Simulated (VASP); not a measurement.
# V (I4/mmm) in VASP: notebook

Runs on V. Level: PBE. Tasks: single point.

Program: VASP 6.6.1. These are calculated values, not measurements. Logs are shortened: lines on timing, memory, paths and dates and some standing lists are left out, and cuts for length are marked.

## 1. The cell of the first run

It takes space group I4/mmm (No. 139, tetragonal). The conventional cell has a = 2.996 Å, b = 2.996 Å, c = 3.026 Å, α = 90.00°, β = 90.00°, γ = 90.00°. Within 3.4 Å of V (site symmetry 4/mmm) lie 14 V at 2.60 to 3.03 Å.

## 2. Single point, PBE, collinear spin, ferromagnetic start (equal xx and yy strain of -1 %)

INCAR

```
SYSTEM = V
ALGO     = Normal         ! electronic algorithm
EDIFF    = 1E-6           ! SCF threshold, eV
ENCUT    = 520            ! plane-wave cutoff, eV
GGA      = PE             ! functional
ISIF     = 2              ! what is computed and relaxed
ISMEAR   = -1             ! smearing method
ISPIN    = 2              ! spin polarisation
LASPH    = .True.         ! aspherical terms in the spheres
LCHARG   = .False.        ! write CHGCAR
LMAXMIX  = 4              ! l up to which the mixer works
LORBIT   = 11             ! projections on sites
LREAL    = .False.        ! projectors in reciprocal space
LWAVE    = .False.        ! write WAVECAR
MAGMOM   = 1.5            ! initial moments
NBANDS   = 16             ! bands
NELM     = 150            ! most SCF steps
PREC     = Accurate       ! precision mode
SIGMA    = 0.03           ! smearing width, eV
```

KPOINTS

```
k-points
0
Gamma
  19 19 19
  0 0 0
```

POSCAR

```
V
1.0
   -1.4978700000      1.4978700000      1.5130000000
    1.4978700000     -1.4978700000      1.5130000000
    1.4978700000      1.4978700000     -1.5130000000
V
1
Direct
    0.0000000000      0.0000000000      0.0000000000
```

Potentials or basis: VASP PAW PBE potentials, release 64 (V_sv).

Run with:

```console
$ cat potpaw_PBE.64/V_sv/POTCAR > POTCAR
$ mpirun -np 1 vasp_std > vasp.out
```

OUTCAR:

```text
SYSTEM = V
   EDIFF = 1E-6
   ENCUT = 520
   GGA = PE
   ISIF = 2
   ISMEAR = -1
   ISPIN = 2
   LASPH = .True.
   LORBIT = 11
   LREAL = .False.
   NELM = 150
   PREC = Accurate

 ion  position               nearest neighbor table
   1  0.000  0.000  0.000-

  LATTYP: Found a body centered tetragonal cell.
 ALAT       =     2.9957400000
 C/A-ratio  =     1.0101010101

  Lattice vectors:

 A1 = (  -1.4978700000,   1.4978700000,   1.5130000000)
 A2 = (   1.4978700000,  -1.4978700000,   1.5130000000)
 A3 = (   1.4978700000,   1.4978700000,  -1.5130000000)

Analysis of symmetry for initial positions (statically):
=====================================================================
 Subroutine PRICEL returns:
 Original cell was already a primitive cell.

 Routine SETGRP: Setting up the symmetry group for a
 body centered tetragonal supercell.

 Subroutine GETGRP returns: Found 16 space group operations
 (whereof 16 operations were pure point group operations)
 out of a pool of 16 trial point group operations.

The static configuration has the point symmetry D_4h.

Analysis of symmetry for dynamics (positions and initial velocities):
=====================================================================
 Subroutine PRICEL returns:
 Original cell was already a primitive cell.

 Routine SETGRP: Setting up the symmetry group for a
 body centered tetragonal supercell.

 Subroutine GETGRP returns: Found 16 space group operations
 (whereof 16 operations were pure point group operations)
 out of a pool of 16 trial point group operations.

The dynamic configuration has the point symmetry D_4h.

Analysis of structural, dynamic, and magnetic symmetry:
=====================================================================
 Subroutine PRICEL returns:
 Original cell was already a primitive cell.

 Routine SETGRP: Setting up the symmetry group for a
 body centered tetragonal supercell.

 Subroutine GETGRP returns: Found 16 space group operations
 (whereof 16 operations were pure point group operations)
 out of a pool of 16 trial point group operations.

The overall configuration has the point symmetry D_4h.

 Subroutine INISYM returns: Found 16 space group operations
 (whereof 16 operations are pure point group operations),
 and found     1 'primitive' translations

----------------------------------------------------------------------------------------

                                     Primitive cell

  volume of cell :      13.5784

  direct lattice vectors                    reciprocal lattice vectors
    -1.497870000  1.497870000  1.513000000     0.000000000  0.333807340  0.330469266
     1.497870000 -1.497870000  1.513000000     0.333807340  0.000000000  0.330469266
     1.497870000  1.497870000 -1.513000000     0.333807340  0.333807340  0.000000000

  length of vectors
     2.603151566  2.603151566  2.603151566     0.469720423  0.469720423  0.472074867

  position of ions in fractional coordinates (direct lattice)
     0.000000000  0.000000000  0.000000000

  ion indices of the primitive-cell ions
   primitive index   ion index
                 1           1

----------------------------------------------------------------------------------------

 KPOINTS: k-points

Automatic generation of k-mesh.
 Grid dimensions read from file:
 generate k-points for:   19   19   19

 Generating k-lattice:

  Cartesian coordinates                     Fractional coordinates (reciprocal lattice)
     0.000000000  0.017568807  0.017393119     0.052631579  0.000000000 -0.000000000
     0.017568807  0.000000000  0.017393119     0.000000000  0.052631579 -0.000000000
     0.017568807  0.017568807  0.000000000     0.000000000  0.000000000  0.052631579

  Length of vectors
     0.024722128  0.024722128  0.024846046

  Shift w.r.t. Gamma in fractional coordinates (k-lattice)
     0.000000000  0.000000000  0.000000000

 Subroutine IBZKPT returns following result:
 ===========================================

 Found    550 irreducible k-points:

 Following reciprocal coordinates:
            Coordinates               Weight
  0.000000  0.000000  0.000000      1.000000
  0.052632 -0.000000  0.000000      8.000000
  0.105263 -0.000000  0.000000      8.000000
  0.157895 -0.000000  0.000000      8.000000
  0.210526 -0.000000  0.000000      8.000000
  0.263158  0.000000 -0.000000      8.000000
[... 16 lines left out ...]
 -0.315789  0.052632  0.000000     16.000000
 -0.263158  0.052632  0.000000     16.000000
 [... further k-points ...]
   k-points           NKPTS =    550   k-points in BZ     NKDIM =    550   number of bands    NBANDS=     16
   number of dos      NEDOS =    301   number of ions     NIONS =      1
   total plane-waves  NPLWV =   8000
   dimension x,y,z NGX =    20 NGY =   20 NGZ =   20
   dimension x,y,z NGXF=    40 NGYF=   40 NGZF=   40
   ions per type =               1
   NGX,Y,Z   is equivalent  to a cutoff of  12.77, 12.77, 12.77 a.u.
   NGXF,Y,Z  is equivalent  to a cutoff of  25.55, 25.55, 25.55 a.u.
 SYSTEM =  V
   PREC   = accura    normal or accurate (medium, high low for compatibility)
   ISTART =      0    job   : 0-new  1-cont  2-samecut
   ICHARG =      2    charge: 1-file 2-atom 10-const
   ISPIN  =      2    spin polarized calculation?
   LNONCOLLINEAR =      F non collinear calculations
   LSORBIT =      F    spin-orbit coupling
   LASPH  =      T    aspherical Exc in radial PAW
   ENCUT  =  520.0 eV  38.22 Ry    6.18 a.u.   4.84  4.84  4.84*2*pi/ulx,y,z
   NELM   =    150;   NELMIN=  2; NELMDL= -5     # of ELM steps
   EDIFF  = 0.1E-05   stopping-criterion for ELM
   LREAL  =      F    real-space projection
[... 7 lines left out ...]
   TEBEG  =    0.0;   TEEND  =   0.0 temperature during run
   PSTRESS=    0.0 pullay stress
   NELECT =      13.0000    total number of electrons
   NUPDOWN=      -1.0000    fix difference up-down
   EMIN   =  10.00;   EMAX   =-10.00  energy-range for DOS
   EFERMI =   0.00;   METHOD = LEGACY
   ISMEAR =    -1;   SIGMA  =   0.03  broadening in eV -4-tet -1-fermi 0-gaus
   EFERMI_NEDOS =   21; number of points for ismear=-14 and -15
   IALGO  =     38    algorithm
   IMIX   =      4    mixing-type and parameters
     AMIX     =   0.40;   BMIX     =  1.00
     AMIX_MAG =   1.60;   BMIX_MAG =  1.00
  volume/ion in A,a.u.               =      13.58        91.63
  Fermi-wavevector in a.u.,A,eV,Ry     =   1.613517  3.049105 35.421915  2.603437
  Thomas-Fermi vector in A             =   2.708574
   LORBIT       =     11    0 simple, 1 ext, 2 COOP (PROOUT), +10 PAW based schemes
   GGA     = PE    functional components
   LHFCALC =     F    Hartree Fock is set to
   AEXX    =    0.0000 exact exchange contribution
   IVDW    =     0    specifies the selected vdW correction
   LEPSILON=     F    determine dielectric tensor
   LRPA    =     F    only Hartree local field effects (RPA)
 spin polarized calculation
  energy-cutoff  :      520.00
  volume of cell :       13.58
 maximum number of plane-waves:       378
   NGX =  9   NGY =  9   NGZ =  9

 number of electron      12.9999991 magnetization      -0.0015228

 number of electron      12.9999991 magnetization       0.0000805

 Free energy of the ion-electron system (eV)
  ---------------------------------------------------
  ext. energy  EPLUGINS =         0.00000000
  ---------------------------------------------------
  free energy    TOTEN  =        -8.99399971 eV

  energy without entropy =       -8.98880681  energy(sigma->0) =       -8.99140326

 E-fermi :   9.6031     XC(G=0): -12.8609

 val. band max:        9.5988956529   @ k =  -0.4211   0.1053   0.0000
 cond. band min:       9.6059395845   @ k =  -0.1579   0.2105   0.0526
 fundamental gap:      0.0070439316
 Fermi energy:         9.6031192651

 spin component 1

 k-point     1 :       0.0000    0.0000    0.0000
  band No.  band energies     occupation
      1     -54.1207      1.00000
      2     -27.4345      1.00000
      3     -27.4342      1.00000
      4     -27.4342      1.00000
      5       3.0384      1.00000
      6       9.9926      0.00000
[... 8 lines left out ...]
     15      37.0230      0.00000
     16      41.1037      0.00000

 k-point     2 :       0.0526   -0.0000    0.0000
  band No.  band energies     occupation
      1     -54.1156      1.00000
      2     -27.4591      1.00000
      3     -27.4417      1.00000
      4     -27.4344      1.00000
      5       3.1495      1.00000
      6       9.9747      0.00000
[... 8 lines left out ...]
     15      37.2019      0.00000
     16      39.8488      0.00000
[... 387 lines left out ...]
      5       5.7390      1.00000
      6       9.0482      1.00000
[... 8 lines left out ...]
     15      36.3953      0.00000
     16      37.3364      0.00000

 k-point    24 :      -0.2632    0.0526    0.0000
  band No.  band energies     occupation
      1     -54.0310      1.00000
      2     -27.8547      1.00000
      3     -27.5598      1.00000
      4     -27.4458      1.00000
      5       5.0672      1.00000
      6       9.2891      0.99997
[... 8 lines left out ...]
     15      36.2644      0.00000
     16      36.8738      0.00000

 [... further k-points ...]

 spin component 2

 k-point     1 :       0.0000    0.0000    0.0000
  band No.  band energies     occupation
      1     -54.1206      1.00000
      2     -27.4344      1.00000
      3     -27.4341      1.00000
      4     -27.4341      1.00000
      5       3.0385      1.00000
      6       9.9927      0.00000
[... 8 lines left out ...]
     15      37.0230      0.00000
     16      41.1039      0.00000

 k-point     2 :       0.0526   -0.0000    0.0000
  band No.  band energies     occupation
      1     -54.1155      1.00000
      2     -27.4591      1.00000
      3     -27.4416      1.00000
      4     -27.4343      1.00000
      5       3.1496      1.00000
      6       9.9747      0.00000
[... 8 lines left out ...]
     15      37.2019      0.00000
     16      39.8484      0.00000
[... 387 lines left out ...]
      5       5.7391      1.00000
      6       9.0483      1.00000
[... 8 lines left out ...]
     15      36.3953      0.00000
     16      37.3364      0.00000

 k-point    24 :      -0.2632    0.0526    0.0000
  band No.  band energies     occupation
      1     -54.0309      1.00000
      2     -27.8546      1.00000
      3     -27.5598      1.00000
      4     -27.4457      1.00000
      5       5.0673      1.00000
      6       9.2892      0.99997
[... 8 lines left out ...]
     15      36.2645      0.00000
     16      36.8739      0.00000

 [... further k-points ...]

------------------------ aborting loop because EDIFF is reached ----------------------------------------

  FORCE on cell =-STRESS in cart. coord.  units (eV):
  Direction    XX          YY          ZZ          XY          YZ          ZX
  --------------------------------------------------------------------------------------
  -------------------------------------------------------------------------------------
  Total       -0.0928498     -0.0928498     -0.1962835      0.0000000      0.0000000     -0.0000000
  in kB      -10.9558100    -10.9558100    -23.1604651      0.0000000      0.0000000     -0.0000000
  external PRESSURE =     -15.0240284 kB  Pullay stress =       0.0000000 kB

 VOLUME and BASIS-vectors are now :
 -----------------------------------------------------------------------------
  energy-cutoff  :      520.00
  volume of cell :       13.58
      direct lattice vectors                 reciprocal lattice vectors
    -1.497870000  1.497870000  1.513000000     0.000000000  0.333807340  0.330469266
     1.497870000 -1.497870000  1.513000000     0.333807340  0.000000000  0.330469266
     1.497870000  1.497870000 -1.513000000     0.333807340  0.333807340  0.000000000

 POSITION                                       TOTAL-FORCE (eV/Angst)
 -----------------------------------------------------------------------------------
      0.00000      0.00000      0.00000         0.000000     -0.000000     -0.000000
 -----------------------------------------------------------------------------------
    total drift:                                0.000000     -0.000000      0.000000

  FREE ENERGIE OF THE ION-ELECTRON SYSTEM (eV)
  ---------------------------------------------------
  free  energy   TOTEN  =        -8.9939997075 eV

  energy  without entropy=       -8.9888068143  energy(sigma->0) =       -8.99140326

 total charge

# of ion       s       p       d       tot
------------------------------------------
    1        2.339   6.219   3.080  11.638

 magnetization (x)

# of ion       s       p       d       tot
------------------------------------------
    1       -0.000   0.000   0.000   0.000
```

Wall time 2.2 min (1 thread of Intel Xeon 6975P-C, shared host); peak memory 0.27 GiB.

What came out:

```yaml
Free_energy: -8.9940 eV
Pressure: -1.5 GPa
Net_moment: 0.00 μB per cell
Valence_electrons_inside_the_program's_atomic_spheres: V 11.64
```

Levels at points of the mesh, in eV from the Fermi level:
Spin up:
```
           k point  band 3  band 4  band 5  band 6  band 7  band 8  band 9  band 10  band 11  band 12
(0.00, 0.00, 0.00)  -37.04  -37.04   -6.56    0.39    0.39    0.47    2.36     2.45    20.29    20.50
```
Spin down:
```csv
k point,band 5,band 6,band 7,band 8,band 9,band 10
"(0.00, 0.00, 0.00)",-6.56,0.39,0.39,0.47,2.36,2.45
```

Caveat: the cell differs from its parent crystal (equal xx and yy strain of -1 %).

[end of part 1 of 2]
